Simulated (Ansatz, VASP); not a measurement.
Two plane-wave programs on Zr

File INCAR:

```
SYSTEM = Zr
ALGO = Normal
EDIFF = 1E-6
ENCUT = 520
GGA = PE
ISIF = 2
ISMEAR = -1
LASPH = .TRUE.
LCHARG = .FALSE.
LREAL = .FALSE.
LWAVE = .FALSE.
NBANDS = 12
NELM = 80
PREC = Accurate
SIGMA = 0.1
```

File KPOINTS:

```
k-points
0
G
  18 18 18
  0 0 0
```

POSCAR

```
Zr
1.0
    2.8336223937      0.0000000000      0.0000000000
    0.0000000000      2.8336223937      0.0000000000
    0.0000000000      0.0000000000      2.8336223937
Zr
1
Direct
    0.0000000000      0.0000000000      0.0000000000
```

Input for Ansatz:

```yaml
crystal:
  lattice:
    - [2.8336223937, 0.0, 0.0]
    - [0.0, 2.8336223937, 0.0]
    - [0.0, 0.0, 2.8336223937]
  atoms:
    - { symbol: Zr, position: [0.0, 0.0, 0.0] }
hamiltonian:
  xc: pbe
  pseudopotentials:
    kind: paw
    azcp:
      Zr: "pseudopotentials/Zr.paw.azcp"
basis:
  ecutwfc: 420
  fft_grid_basis: typed
kpoints:
  mp_grid: { grid: [18, 18, 18], shift: [0, 0, 0] }
magnetization:
  spin_polarized: false
scf:
  occupations: { method: fermi_dirac, width: 0.1 }
output:
  stress: true
```

Alike in both runs: task single point; functional PBE; k mesh 18 × 18 × 18; occupations fermi-dirac, width 0.1 eV; no spin polarisation.

|  | VASP | Ansatz |
| --- | --- | --- |
| version | VASP 6.6.1 | Ansatz 0.2.0 |
| potentials or method | VASP PAW PBE potentials, release 64 (Zr_sv), cutoff 520 eV | plane waves (420 eV) with PAW, scalar-relativistic |
| valence electrons in the cell | 12 | 12 |

|  | VASP | Ansatz | Ansatz less VASP |
| --- | --- | --- | --- |
| pressure (GPa) | 6.9 | 6.8 | -0.09 |
